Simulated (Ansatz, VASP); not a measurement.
One calculation of Pd, two programs

```
Pd
1.0
     0.00000    1.72139    1.72139
     1.72139    0.00000    1.72139
     1.72139    1.72139    0.00000
Pd
1
Cartesian
  0.0000 0.0000 0.0000
```

Change from the starting cell: volume scaled by 0.72, LAPW.

Alike in both runs: task single point; functional LDA; k mesh 19 × 19 × 19; occupations fermi-dirac, width 0.08 eV; no spin polarisation.

|  | VASP | Ansatz |
| --- | --- | --- |
| version | VASP 6.6.1 | Ansatz 0.2.0 |
| potentials or method | VASP PAW LDA potentials, release 64 (Pd), cutoff 500 eV | all-electron LAPW, scalar-relativistic |

Ansatz gave:

- pressure (GPa): 175.7

Problem. Estimate VASP's values.

Solution. Pressure (GPa): 177.2.

LDA's correlation is that of Perdew and Zunger in VASP and of Perdew and Wang (1992) in Ansatz. Both programs put the cell under a high pressure, so it lies far from rest at this level. Ansatz ran all-electron here, and VASP with PAW potentials.

Noted on VASP's run: the cell as given lies far from equilibrium.
